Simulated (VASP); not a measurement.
# Mg3ZrN (P4/mmm) in VASP: single point with PBE

Aim: the single point of Mg3ZrN with PBE.

All numbers are computed with VASP 6.6.1; they aren't measurements. Logs are shortened: lines on timing, memory, paths and dates and some standing lists are left out, and cuts for length are marked.

### Step 1. The cell of the first run

It takes space group P4/mmm (No. 123, tetragonal). Conventional cell: a = 5.374 Å, b = 5.374 Å, c = 3.193 Å, α = 90.00°, β = 90.00°, γ = 90.00°. Mg (site symmetry mmm) has 4 Mg at 2.69 to 3.19 Å and 4 Zr at 3.13 Å and 4 N at 3.13 Å within 3.5 Å. Within 2.1 Å of Mg (site symmetry 4/mmm) lie 2 N at 1.60 Å. Within 4.2 Å of Zr (site symmetry 4/mmm) lie 16 Mg at 3.13 to 4.12 Å and 2 Zr at 3.19 Å and 4 N at 3.80 Å. N (site symmetry 4/mmm) has 2 Mg at 1.60 Å within 2.1 Å.

The cell was generated, and may not be a known phase.

### Step 2. Single point, PBE

INCAR reads:

```
  PREC = Accurate
  ENCUT = 840
  EDIFF = 1E-6
  ISMEAR = 0
  SIGMA = 0.1
  LREAL = F
  LASPH = T
  NELM = 120
  ALGO = Normal
  ISIF = 2
  LWAVE = F
  LCHARG = F
  GGA = PE
  NBANDS = 32
  GGA_COMPAT = F
```

KPOINTS reads:

```
Automatic mesh
0
Gamma
  4 4 6
```

POSCAR reads:

```
Mg3ZrN
1.0
    5.3738066500      0.0000000000      0.0000000000
    0.0000000000      5.3738066500      0.0000000000
    0.0000000000      0.0000000000      3.1925723900
Mg Zr N
3 1 1
Direct
    0.0000000000      0.5000000000      0.0000000000
    0.5000000000      0.0000000000      0.0000000000
    0.5000000000      0.5000000000      0.0000000000
    0.0000000000      0.0000000000      0.5000000000
    0.5000000000      0.5000000000      0.5000000000
```

Potentials or basis: VASP PAW PBE potentials, release 64 (Mg_sv, Zr_sv, N).

On the command line:

```sh
$ cat potpaw_PBE.64/Mg_sv/POTCAR potpaw_PBE.64/Zr_sv/POTCAR potpaw_PBE.64/N/POTCAR > POTCAR
$ mpirun -np 1 vasp_std > vasp.out
```

OUTCAR:

```text
PREC = Accurate
   ENCUT = 840
   EDIFF = 1E-6
   ISMEAR = 0
   LREAL = F
   LASPH = T
   NELM = 120
   ISIF = 2
   GGA = PE

 ion  position               nearest neighbor table
   1  0.000  0.500  0.000-
   2  0.500  0.000  0.000-
   3  0.500  0.500  0.000-   5 1.60   5 1.60
   4  0.000  0.000  0.500-
   5  0.500  0.500  0.500-   3 1.60   3 1.60

  LATTYP: Found a simple tetragonal cell.
 ALAT       =     5.3738066500
 C/A-ratio  =     0.5940988573

  Lattice vectors:

 A1 = (   5.3738066500,   0.0000000000,   0.0000000000)
 A2 = (   0.0000000000,   5.3738066500,   0.0000000000)
 A3 = (   0.0000000000,   0.0000000000,   3.1925723900)

Analysis of symmetry for initial positions (statically):
=====================================================================
 Subroutine PRICEL returns:
 Original cell was already a primitive cell.

 Routine SETGRP: Setting up the symmetry group for a
 simple tetragonal supercell.

 Subroutine GETGRP returns: Found 16 space group operations
 (whereof 16 operations were pure point group operations)
 out of a pool of 16 trial point group operations.

The static configuration has the point symmetry D_4h.

Analysis of symmetry for dynamics (positions and initial velocities):
=====================================================================
 Subroutine PRICEL returns:
 Original cell was already a primitive cell.

 Routine SETGRP: Setting up the symmetry group for a
 simple tetragonal supercell.

 Subroutine GETGRP returns: Found 16 space group operations
 (whereof 16 operations were pure point group operations)
 out of a pool of 16 trial point group operations.

The dynamic configuration has the point symmetry D_4h.

 Subroutine INISYM returns: Found 16 space group operations
 (whereof 16 operations are pure point group operations),
 and found     1 'primitive' translations

----------------------------------------------------------------------------------------

                                     Primitive cell

  volume of cell :      92.1945

  direct lattice vectors                    reciprocal lattice vectors
     5.373806650  0.000000000  0.000000000     0.186087827  0.000000000  0.000000000
     0.000000000  5.373806650  0.000000000     0.000000000  0.186087827  0.000000000
[... 88 lines left out ...]
   ENCUT  =  840.0 eV  61.74 Ry    7.86 a.u.  12.70 12.70  7.54*2*pi/ulx,y,z
   NELM   =    120;   NELMIN=  2; NELMDL= -5     # of ELM steps
   EDIFF  = 0.1E-05   stopping-criterion for ELM
   LREAL  =      F    real-space projection
   EDIFFG = 0.1E-04   stopping-criterion for IOM
   NSW    =      0    number of steps for IOM
   IBRION =     -1    ionic relax: 0-MD 1-quasi-New 2-CG
   NFREE  =      0    steps in history (QN), initial steepest desc. (CG)
   ISIF   =      2    stress and relaxation
   ISYM   =      2    0-nonsym 1-usesym 2-fastsym
   POTIM  = 0.5000    time-step for ionic-motion
   TEBEG  =    0.0;   TEEND  =   0.0 temperature during run
   PSTRESS=    0.0 pullay stress
   NELECT =      47.0000    total number of electrons
   NUPDOWN=      -1.0000    fix difference up-down
   EMIN   =  10.00;   EMAX   =-10.00  energy-range for DOS
   EFERMI =   0.00;   METHOD = LEGACY
   ISMEAR =     0;   SIGMA  =   0.10  broadening in eV -4-tet -1-fermi 0-gaus
   EFERMI_NEDOS =   21; number of points for ismear=-14 and -15
   IALGO  =     38    algorithm
   IMIX   =      4    mixing-type and parameters
     AMIX     =   0.40;   BMIX     =  1.00
     AMIX_MAG =   1.60;   BMIX_MAG =  1.00
  volume/ion in A,a.u.               =      18.44       124.43
  Fermi-wavevector in a.u.,A,eV,Ry     =   1.307794  2.471371 23.270369  1.710324
  Thomas-Fermi vector in A             =   2.438504
   LORBIT       =      0    0 simple, 1 ext, 2 COOP (PROOUT), +10 PAW based schemes
   GGA     = PE    functional components
   LHFCALC =     F    Hartree Fock is set to
   AEXX    =    0.0000 exact exchange contribution
   IVDW    =     0    specifies the selected vdW correction
   LEPSILON=     F    determine dielectric tensor
   LRPA    =     F    only Hartree local field effects (RPA)
 non-spin polarized calculation
 Gauss-broadening in eV      SIGMA  =   0.10
  energy-cutoff  :      840.00
  volume of cell :       92.19
 maximum number of plane-waves:      5114
 NGX is ok and might be reduce to    54
   NGX = 25   NGY = 25   NGZ = 15

 number of electron      46.9999962 magnetization

 Free energy of the ion-electron system (eV)
  ---------------------------------------------------
  ext. energy  EPLUGINS =         0.00000000
  ---------------------------------------------------
  free energy    TOTEN  =       -15.36807601 eV

  energy without entropy =      -15.34963599  energy(sigma->0) =      -15.35885600

 E-fermi :   4.2364     XC(G=0):  -9.7231

 val. band max:        4.2067186042   @ k =   0.5000   0.2500   0.0000
 cond. band min:       4.2411809795   @ k =   0.5000   0.5000   0.0000
 fundamental gap:      0.0344623753
 Fermi energy:         4.2364067384

 k-point     1 :       0.0000    0.0000    0.0000
  band No.  band energies     occupation
      1     -71.4711      2.00000
      2     -71.4710      2.00000
      3     -69.0413      2.00000
      4     -45.0014      2.00000
      5     -38.2920      2.00000
      6     -38.2920      2.00000
[... 829 lines left out ...]
     31       7.3639      0.00000
     32      10.5880      0.00000

------------------------ aborting loop because EDIFF is reached ----------------------------------------

  FORCE on cell =-STRESS in cart. coord.  units (eV):
  Direction    XX          YY          ZZ          XY          YZ          ZX
  --------------------------------------------------------------------------------------
  -------------------------------------------------------------------------------------
  Total        2.3088523      2.3088523     34.5172272      0.0000000      0.0000000      0.0000000
  in kB       40.1237857     40.1237857    599.8486100      0.0000000      0.0000000      0.0000000
  external PRESSURE =     226.6987272 kB  Pullay stress =       0.0000000 kB

 VOLUME and BASIS-vectors are now :
 -----------------------------------------------------------------------------
  energy-cutoff  :      840.00
  volume of cell :       92.19
      direct lattice vectors                 reciprocal lattice vectors
     5.373806650  0.000000000  0.000000000     0.186087827  0.000000000  0.000000000
     0.000000000  5.373806650  0.000000000     0.000000000  0.186087827  0.000000000
     0.000000000  0.000000000  3.192572390     0.000000000  0.000000000  0.313227040

 POSITION                                       TOTAL-FORCE (eV/Angst)
 -----------------------------------------------------------------------------------
      0.00000      2.68690      0.00000         0.000000      0.000000      0.000000
      2.68690      0.00000      0.00000         0.000000      0.000000      0.000000
      2.68690      2.68690      0.00000         0.000000      0.000000      0.000000
      0.00000      0.00000      1.59629         0.000000      0.000000      0.000000
      2.68690      2.68690      1.59629         0.000000      0.000000      0.000000
 -----------------------------------------------------------------------------------
    total drift:                                0.000000     -0.000000      0.000000

  FREE ENERGIE OF THE ION-ELECTRON SYSTEM (eV)
  ---------------------------------------------------
  free  energy   TOTEN  =       -15.3680760054 eV

  energy  without entropy=      -15.3496359877  energy(sigma->0) =      -15.35885600
```

OSZICAR:

```text
N       E                     dE             d eps       ncg     rms          rms(c)
DAV:   1     0.689015325689E+03    0.68902E+03   -0.36669E+04  1568   0.220E+03
DAV:   2     0.524157813877E+02   -0.63660E+03   -0.61521E+03  1648   0.637E+02
DAV:   3    -0.114883312932E+02   -0.63904E+02   -0.61617E+02  2440   0.157E+02
DAV:   4    -0.227162398301E+02   -0.11228E+02   -0.11097E+02  2264   0.555E+01
DAV:   5    -0.233142671260E+02   -0.59803E+00   -0.59791E+00  2016   0.118E+01    0.160E+01
DAV:   6    -0.185705623625E+02    0.47437E+01   -0.48259E+01  2008   0.276E+01    0.149E+01
DAV:   7    -0.161464185796E+02    0.24241E+01   -0.28498E+01  1832   0.124E+01    0.512E+00
DAV:   8    -0.155344666597E+02    0.61195E+00   -0.12626E+00  1728   0.559E+00    0.277E+00
DAV:   9    -0.154467780890E+02    0.87689E-01   -0.85355E-01  2112   0.451E+00    0.228E+00
DAV:  10    -0.153765336159E+02    0.70244E-01   -0.27973E-01  1896   0.263E+00    0.627E-01
DAV:  11    -0.153678857011E+02    0.86479E-02   -0.26288E-02  1976   0.856E-01    0.208E-01
DAV:  12    -0.153680874085E+02   -0.20171E-03   -0.21205E-03  1968   0.345E-01    0.685E-02
DAV:  13    -0.153681436807E+02   -0.56272E-04   -0.23349E-04  1992   0.102E-01    0.631E-02
DAV:  14    -0.153680799821E+02    0.63699E-04   -0.97200E-05  1920   0.459E-02    0.148E-02
DAV:  15    -0.153680761199E+02    0.38622E-05   -0.13857E-05  1656   0.187E-02    0.352E-03
DAV:  16    -0.153680760054E+02    0.11450E-06   -0.70683E-07  1136   0.575E-03
   1 F= -.15368076E+02 E0= -.15358856E+02  d E =-.184400E-01
```

stdout:

```text
POSCAR found type information on POSCAR MgZrN
 POSCAR found :  3 types and       5 ions
 scaLAPACK will be used
 LDA part: xc-table for (Slater+PW92), standard interpolation
 POSCAR, INCAR and KPOINTS ok, starting setup
 FFT: planning ... GRIDC
 FFT: planning ... GRID_SOFT
 FFT: planning ... GRID
 WAVECAR not read
 entering main loop
```

Run time: 3.4 min. Hardware: 1 thread of Intel Xeon Platinum 8259CL at 2.50GHz (Skylake/Cascade Lake), shared host; peak memory 0.36 GiB.

What came out:

```yaml
Free_energy: -15.3681 eV
Pressure: 22.7 GPa
Band_gap_on_the_k_mesh: zero (an odd number of electrons rules out a gap without spin polarisation)
```

Stress tensor (GPa, compression positive):
```
 4.01  0.00  0.00
 0.00  4.01  0.00
 0.00  0.00 59.98
```

Levels at points of the mesh, in eV from the Fermi level:
```tsv
k point	band 21	band 22	band 23	band 24	band 25	band 26
(0.00, 0.00, 0.00)	-2.71	-1.07	-0.98	0.05	1.42	1.42
(0.50, 0.00, 0.00)	-1.89	-1.07	-0.66	0.36	0.40	1.01
(0.50, 0.50, 0.00)	-1.22	-1.06	-0.11	0.00	0.22	0.22
(0.00, 0.00, 0.50)	-1.51	-1.42	-1.42	-0.67	-0.62	1.34
(0.50, 0.00, 0.50)	-1.52	-1.24	-1.22	0.26	0.54	1.01
(0.50, 0.50, 0.50)	-2.28	-2.28	0.41	0.50	0.90	1.01
```

Caveat: the stress differs along the axes, from 4 to 60 GPa.

The gap in the log of VASP goes by the Fermi energy; the results here count the filled bands.